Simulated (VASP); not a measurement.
# Tl2H: relaxation of cell and atoms with PBE

Tl2H:

```xyz
3
Lattice="1.6477 0.9513 6.3795 -1.6477 0.9513 6.3795 0.0000 -1.9026 6.3795" Properties=species:S:1:pos:R:3 pbc="T T T"
Tl    0.0000    0.0000   14.3232
Tl    0.0000    0.0000   11.1941
H     0.0000    0.0000    0.0000
```

```yaml
Program: VASP 6.6.1
Task: relaxation of cell and atoms
Functional: PBE
Potentials_or_basis: VASP PAW PBE potentials, release 64 (Tl_d, H)
Cutoff: 600 eV
k_mesh: 6 × 6 × 6
Occupations: gaussian, width 0.1 eV
Spin: no spin polarisation
Dipole_correction: no
Further_INCAR_settings: ALGO = Normal; EDIFF = 1e-06; IBRION = 2; EDIFFG = -0.04; NSW = 90; ISIF = 3
```

| Item | Value |
| --- | --- |
| Relaxed volume | 24.00 Å³/atom |
| Relaxed cell | a = 6.830 Å, b = 6.830 Å, c = 6.830 Å, α = 30.33°, β = 30.33°, γ = 30.33° |
| Space group after relaxing (to 0.1 Å) | R3m (No. 160) |
| Energy gained by relaxing | 110.0 meV/atom |
| Ionic steps | 25 |
| Pressure after relaxing | 0.0 GPa |
| Largest force after relaxing | 0.013 eV/Å |
| Band gap on the k mesh | zero (an odd number of electrons rules out a gap without spin polarisation) |

Forces on the atoms (eV/Å):
```
Tl   0.000  0.000  0.002
Tl   0.000  0.000 -0.013
H    0.000  0.000  0.011
```

Stress tensor (GPa, compression positive):
```
 0.03  0.00  0.00
 0.00  0.03  0.00
 0.00  0.00 -0.09
```

Step by step:
```csv
step,energy change (eV),largest force (eV/Å),pressure (GPa),volume (Å³)
1,0.0000,0.7048,6.80,59.99
2,-0.2140,0.2797,1.26,67.67
3,-0.2294,0.1045,-0.72,72.60
4,-0.2318,0.1439,-0.33,71.34
5,-0.2318,0.1516,-0.21,71.10
6,-0.2374,0.1577,-0.19,70.84
7,-0.2479,0.1720,0.02,70.03
8,-0.2373,0.1828,0.75,68.29
9,-0.2489,0.1840,0.20,69.56
10,-0.2539,0.0962,0.00,69.80
11,-0.2553,0.1084,-0.15,70.01
12,-0.2579,0.1162,-0.01,69.61
13,-0.2636,0.1430,0.42,68.40
14,-0.2604,0.1816,1.63,66.03
15,-0.2651,0.1630,0.84,67.58
16,-0.2659,0.1636,0.82,67.57
17,-0.2682,0.1647,0.85,67.55
18,-0.2729,0.1634,0.90,67.51
19,-0.2820,0.1495,1.05,67.43
20,-0.2954,0.0894,1.52,67.26
21,-0.3085,0.0720,1.18,68.27
22,-0.3286,0.0397,0.24,71.35
23,-0.3290,0.0587,0.12,71.88
24,-0.3295,0.0425,0.08,71.91
25,-0.3301,0.0134,-0.01,72.00
```

Final structure:
```yaml
crystal:
  lattice:
    - [1.78662, 1.03151, 6.51102]
    - [-1.78662, 1.03151, 6.51102]
    - [0.00000, -2.06302, 6.51102]
  atoms:
    - { symbol: Tl, position: [0.74535, 0.74535, 0.74535] }
    - { symbol: Tl, position: [0.56331, 0.56331, 0.56331] }
    - { symbol: H, position: [0.02464, 0.02464, 0.02464] }
```

Levels at points of the mesh, in eV from the Fermi level:
| k point | band 10 | band 11 | band 12 | band 13 | band 14 | band 15 | band 16 | band 17 |
| --- | --- | --- | --- | --- | --- | --- | --- | --- |
| (0.00, 0.00, 0.00) | -11.20 | -9.38 | -6.54 | -3.42 | 3.43 | 7.36 | 8.12 | 8.12 |
| (0.50, 0.00, 0.00) | -11.08 | -5.67 | -4.63 | -3.14 | -1.22 | 1.56 | 2.06 | 4.70 |
| (0.50, 0.50, 0.00) | -11.08 | -5.40 | -4.89 | -3.38 | -1.43 | 1.84 | 3.81 | 4.01 |
| (0.50, 0.50, 0.50) | -11.16 | -8.80 | -8.00 | -0.85 | 1.24 | 5.64 | 7.43 | 7.43 |

It took 12 min on 1 thread of Intel(R) Xeon(R) 6975P-C (Granite Rapids) (shared host), peak memory 0.46 GiB.

Caveat: the k points lie up to 0.34 Å⁻¹ apart in the final cell, too coarse for converged energies and pressures of a metal; the volume moved by over 15 % at a fixed basis, so the end points are rough; spin-orbit coupling is left out, which moves the levels of the heavy elements.
